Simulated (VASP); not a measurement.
# Cl (P6_3/mmc) in VASP: a series of runs

Runs on Cl. Level: PBE. Tasks: single point.

Program: VASP 6.6.1. These are calculated values, not measurements. Logs are shortened: lines on timing, memory, paths and dates and some standing lists are left out, and cuts for length are marked.

## (1) The cell of the first run

It takes space group P6_3/mmc (No. 194, hexagonal). Conventional cell: a = 3.619 Å, b = 3.619 Å, c = 3.871 Å, α = 90.00°, β = 90.00°, γ = 120.00°. Within 3.8 Å of Cl (site symmetry -6m2) lie 12 Cl at 2.85 to 3.62 Å.

## (2) Single point, PBE (volume scaled by 0.96)

INCAR

```
PREC     = Accurate       # precision mode
ENCUT    = 520            # plane-wave cutoff, eV
EDIFF    = 1E-6           # SCF threshold, eV
ISMEAR   = -1             # smearing method
SIGMA    = 0.03           # smearing width, eV
LREAL    = False          # projectors in reciprocal space
LASPH    = True           # aspherical terms in the spheres
NELM     = 100            # most SCF steps
ALGO     = Normal         # electronic algorithm
ISIF     = 2              # what is computed and relaxed
LWAVE    = False          # write WAVECAR
LCHARG   = False          # write CHGCAR
GGA      = PE             # functional
NBANDS   = 14             # bands
```

KPOINTS

```
regular mesh
0
Gamma
  19 19 10
```

POSCAR

```
Cl
1.0
    3.6185718332      0.0000000000      0.0000000000
   -1.8092859166      3.1337751329      0.0000000000
    0.0000000000      0.0000000000      3.8711814238
Cl
2
Direct
    0.3333333333      0.6666666667      0.2500000000
    0.6666666667      0.3333333333      0.7500000000
```

Potentials or basis: VASP PAW PBE potentials, release 64 (Cl).

Command:

```console
$ cat potpaw_PBE.64/Cl/POTCAR > POTCAR
$ mpirun -np 1 vasp_std > vasp.out
```

OUTCAR:

```text
PREC = Accurate
   ENCUT = 520
   EDIFF = 1E-6
   ISMEAR = -1
   LREAL = False
   LASPH = True
   NELM = 100
   ISIF = 2
   GGA = PE

 ion  position               nearest neighbor table
   1  0.333  0.667  0.250-
   2  0.667  0.333  0.750-

  LATTYP: Found a hexagonal cell.
 ALAT       =     3.6185718332
 C/A-ratio  =     1.0698091961

  Lattice vectors:

 A1 = (   3.6185718332,   0.0000000000,   0.0000000000)
 A2 = (  -1.8092859166,   3.1337751329,   0.0000000000)
 A3 = (   0.0000000000,   0.0000000000,   3.8711814238)

Analysis of symmetry for initial positions (statically):
=====================================================================
 Subroutine PRICEL returns:
 Original cell was already a primitive cell.

 Routine SETGRP: Setting up the symmetry group for a
 hexagonal supercell.

 Subroutine GETGRP returns: Found 24 space group operations
 (whereof 12 operations were pure point group operations)
 out of a pool of 24 trial point group operations.

The static configuration has the point symmetry D_3d.
 The point group associated with its full space group is D_6h.

Analysis of symmetry for dynamics (positions and initial velocities):
=====================================================================
 Subroutine PRICEL returns:
 Original cell was already a primitive cell.

 Routine SETGRP: Setting up the symmetry group for a
 hexagonal supercell.

 Subroutine GETGRP returns: Found 24 space group operations
 (whereof 12 operations were pure point group operations)
 out of a pool of 24 trial point group operations.

The dynamic configuration has the point symmetry D_3d.
 The point group associated with its full space group is D_6h.

 Subroutine INISYM returns: Found 24 space group operations
 (whereof 12 operations are pure point group operations),
 and found     1 'primitive' translations

----------------------------------------------------------------------------------------

                                     Primitive cell

  volume of cell :      43.8984

  direct lattice vectors                    reciprocal lattice vectors
     3.618571833  0.000000000  0.000000000     0.276352121  0.159551971  0.000000000
    -1.809285917  3.133775133  0.000000000     0.000000000  0.319103943  0.000000000
     0.000000000  0.000000000  3.871181424     0.000000000  0.000000000  0.258319074

  length of vectors
     3.618571833  3.618571833  3.871181424     0.319103943  0.319103943  0.258319074

  position of ions in fractional coordinates (direct lattice)
     0.333333333  0.666666667  0.250000000
     0.666666667  0.333333333  0.750000000

  ion indices of the primitive-cell ions
   primitive index   ion index
                 1           1
                 2           2

----------------------------------------------------------------------------------------

 KPOINTS: regular mesh

Automatic generation of k-mesh.
 Grid dimensions read from file:
 generate k-points for:   19   19   10

 Generating k-lattice:

  Cartesian coordinates                     Fractional coordinates (reciprocal lattice)
     0.014544848  0.008397472  0.000000000     0.052631579  0.000000000  0.000000000
     0.000000000  0.016794944  0.000000000     0.000000000  0.052631579  0.000000000
     0.000000000  0.000000000  0.025831907     0.000000000  0.000000000  0.100000000

  Length of vectors
     0.016794944  0.016794944  0.025831907

  Shift w.r.t. Gamma in fractional coordinates (k-lattice)
     0.000000000  0.000000000  0.000000000

 Subroutine IBZKPT returns following result:
 ===========================================

 Found    240 irreducible k-points:

 Following reciprocal coordinates:
            Coordinates               Weight
  0.000000  0.000000  0.000000      1.000000
  0.052632  0.000000  0.000000      6.000000
  0.105263  0.000000  0.000000      6.000000
  0.157895  0.000000  0.000000      6.000000
  0.210526  0.000000  0.000000      6.000000
  0.263158 -0.000000  0.000000      6.000000
[... 16 lines left out ...]
  0.263158  0.105263  0.000000     12.000000
  0.315789  0.105263  0.000000     12.000000
 [... further k-points ...]
   k-points           NKPTS =    240   k-points in BZ     NKDIM =    240   number of bands    NBANDS=     14
   number of dos      NEDOS =    301   number of ions     NIONS =      2
   total plane-waves  NPLWV =  23520
   dimension x,y,z NGX =    28 NGY =   28 NGZ =   30
   dimension x,y,z NGXF=    56 NGYF=   56 NGZF=   60
   ions per type =               2
   NGX,Y,Z   is equivalent  to a cutoff of  12.86, 12.86, 12.88 a.u.
   NGXF,Y,Z  is equivalent  to a cutoff of  25.73, 25.73, 25.77 a.u.
 SYSTEM =  unknown system
   PREC   = accura    normal or accurate (medium, high low for compatibility)
   ISTART =      0    job   : 0-new  1-cont  2-samecut
   ICHARG =      2    charge: 1-file 2-atom 10-const
   ISPIN  =      1    spin polarized calculation?
   LNONCOLLINEAR =      F non collinear calculations
   LSORBIT =      F    spin-orbit coupling
   LASPH  =      T    aspherical Exc in radial PAW
   ENCUT  =  520.0 eV  38.22 Ry    6.18 a.u.   6.73  6.73  7.20*2*pi/ulx,y,z
   NELM   =    100;   NELMIN=  2; NELMDL= -5     # of ELM steps
   EDIFF  = 0.1E-05   stopping-criterion for ELM
   LREAL  =      F    real-space projection
   EDIFFG = 0.1E-04   stopping-criterion for IOM
   NSW    =      0    number of steps for IOM
   IBRION =     -1    ionic relax: 0-MD 1-quasi-New 2-CG
   NFREE  =      0    steps in history (QN), initial steepest desc. (CG)
   ISIF   =      2    stress and relaxation
   ISYM   =      2    0-nonsym 1-usesym 2-fastsym
   POTIM  = 0.5000    time-step for ionic-motion
   TEBEG  =    0.0;   TEEND  =   0.0 temperature during run
   PSTRESS=    0.0 pullay stress
   NELECT =      14.0000    total number of electrons
   NUPDOWN=      -1.0000    fix difference up-down
   EMIN   =  10.00;   EMAX   =-10.00  energy-range for DOS
   EFERMI =   0.00;   METHOD = LEGACY
   ISMEAR =    -1;   SIGMA  =   0.03  broadening in eV -4-tet -1-fermi 0-gaus
   EFERMI_NEDOS =   21; number of points for ismear=-14 and -15
   IALGO  =     38    algorithm
   IMIX   =      4    mixing-type and parameters
     AMIX     =   0.40;   BMIX     =  1.00
     AMIX_MAG =   1.60;   BMIX_MAG =  1.00
  volume/ion in A,a.u.               =      21.95       148.12
  Fermi-wavevector in a.u.,A,eV,Ry     =   1.118497  2.113652 17.021359  1.251035
  Thomas-Fermi vector in A             =   2.255128
   LORBIT       =      0    0 simple, 1 ext, 2 COOP (PROOUT), +10 PAW based schemes
   GGA     = PE    functional components
   LHFCALC =     F    Hartree Fock is set to
   AEXX    =    0.0000 exact exchange contribution
   IVDW    =     0    specifies the selected vdW correction
   LEPSILON=     F    determine dielectric tensor
   LRPA    =     F    only Hartree local field effects (RPA)
 non-spin polarized calculation
  energy-cutoff  :      520.00
  volume of cell :       43.90
 maximum number of plane-waves:      1203
 NGX is ok and might be reduce to    28
   NGX = 13   NGY = 13   NGZ = 15

 number of electron      14.0000000 magnetization

 Free energy of the ion-electron system (eV)
  ---------------------------------------------------
  ext. energy  EPLUGINS =         0.00000000
  ---------------------------------------------------
  free energy    TOTEN  =        -2.18575879 eV

  energy without entropy =       -2.17693049  energy(sigma->0) =       -2.18134464

 E-fermi :   1.8880     XC(G=0):  -9.2601

 val. band max:        1.8836870968   @ k =   0.3684   0.2632   0.0000
 cond. band min:       1.8907940999   @ k =   0.3158   0.2632   0.0000
 fundamental gap:      0.0071070032
 Fermi energy:         1.8879942719

 k-point     1 :       0.0000    0.0000    0.0000
  band No.  band energies     occupation
      1     -14.0071      2.00000
      2     -10.8494      2.00000
      3      -2.2124      2.00000
      4      -0.3582      2.00000
      5      -0.3582      2.00000
      6       1.6355      1.99956
      7       1.6355      1.99956
      8       2.7305      0.00000
      9       9.3001      0.00000
     10      10.3979      0.00000
     11      13.8760      0.00000
     12      13.8760      0.00000
     13      15.3651      0.00000
     14      15.3651      0.00000

 k-point     2 :       0.0526    0.0000    0.0000
  band No.  band energies     occupation
      1     -13.9866      2.00000
      2     -10.8640      2.00000
      3      -2.1883      2.00000
      4      -0.4029      2.00000
      5      -0.3938      2.00000
      6       1.5877      1.99991
      7       1.6617      1.99894
      8       2.6895      0.00000
      9       9.3755      0.00000
     10      10.5022      0.00000
     11      13.6902      0.00000
     12      13.9290      0.00000
     13      15.2902      0.00000
     14      15.3482      0.00000

 k-point     3 :       0.1053    0.0000    0.0000
  band No.  band energies     occupation
      1     -13.9256      2.00000
      2     -10.9079      2.00000
      3      -2.1166      2.00000
      4      -0.5303      2.00000
      5      -0.4909      2.00000
      6       1.4570      2.00000
      7       1.7313      1.98929
      8       2.5693      0.00000
      9       9.5859      0.00000
     10      10.7836      0.00000
     11      13.2940      0.00000
     12      14.0903      0.00000
     13      15.0927      0.00000
     14      15.2713      0.00000
[... 324 lines left out ...]
 k-point    23 :       0.2632    0.1053    0.0000
  band No.  band energies     occupation
      1     -13.2896      2.00000
      2     -11.4156      2.00000
      3      -1.5840      2.00000
      4      -1.3474      2.00000
      5      -0.9686      2.00000
      6       0.7154      2.00000
      7       1.4348      2.00000
      8       2.0155      0.02816
      9      10.1825      0.00000
     10      12.0891      0.00000
     11      13.1337      0.00000
     12      13.6131      0.00000
     13      15.1804      0.00000
     14      16.3371      0.00000

 k-point    24 :       0.3158    0.1053    0.0000
  band No.  band energies     occupation
      1     -13.0970      2.00000
      2     -11.5843      2.00000
      3      -1.7950      2.00000
      4      -1.1053      2.00000
      5      -1.0038      2.00000
      6       0.5670      2.00000
      7       1.1235      2.00000
      8       2.0547      0.00768
      9       9.9386      0.00000
     10      12.6890      0.00000
     11      12.8356      0.00000
     12      13.8519      0.00000
     13      15.0666      0.00000
     14      17.0635      0.00000

 [... further k-points ...]
[... 5 lines left out ...]
  --------------------------------------------------------------------------------------
  -------------------------------------------------------------------------------------
  Total        0.3023615      0.3023615      0.5220244      0.0000000      0.0000000      0.0000000
  in kB       11.0354119     11.0354119     19.0525372      0.0000000      0.0000000      0.0000000
  external PRESSURE =      13.7077870 kB  Pullay stress =       0.0000000 kB

 VOLUME and BASIS-vectors are now :
 -----------------------------------------------------------------------------
  energy-cutoff  :      520.00
  volume of cell :       43.90
      direct lattice vectors                 reciprocal lattice vectors
     3.618571833  0.000000000  0.000000000     0.276352121  0.159551971  0.000000000
    -1.809285917  3.133775133  0.000000000     0.000000000  0.319103943  0.000000000
     0.000000000  0.000000000  3.871181424     0.000000000  0.000000000  0.258319074

 POSITION                                       TOTAL-FORCE (eV/Angst)
 -----------------------------------------------------------------------------------
     -0.00000      2.08918      0.96780        -0.000000     -0.000000      0.000000
      1.80929      1.04459      2.90339         0.000000      0.000000      0.000000
 -----------------------------------------------------------------------------------
    total drift:                                0.000000     -0.000000      0.000000

  FREE ENERGIE OF THE ION-ELECTRON SYSTEM (eV)
  ---------------------------------------------------
  free  energy   TOTEN  =        -2.1857587898 eV

  energy  without entropy=       -2.1769304920  energy(sigma->0) =       -2.18134464
```

Wall time 98 s (1 thread of Intel Xeon Platinum 8259CL at 2.50GHz (Skylake/Cascade Lake), shared host); peak memory 0.23 GiB.

What came out:

```
Free energy            : -2.1858 eV
Pressure               : 1.4 GPa
Band gap on the k mesh : zero (band 7 reaches 2.68 eV, above the bottom of band 8 at 0.65 eV)
```

Levels at points of the mesh, in eV from the Fermi level:
```csv
k point,band 4,band 5,band 6,band 7,band 8,band 9,band 10,band 11
"(0.00, 0.00, 0.00)",-2.25,-2.25,-0.25,-0.25,0.84,7.41,8.51,11.99
"(0.00, 0.00, 0.50)",-2.03,-1.24,-1.24,-1.24,-1.24,10.45,10.45,10.86
```

(Part 1 of 2 ends here.)
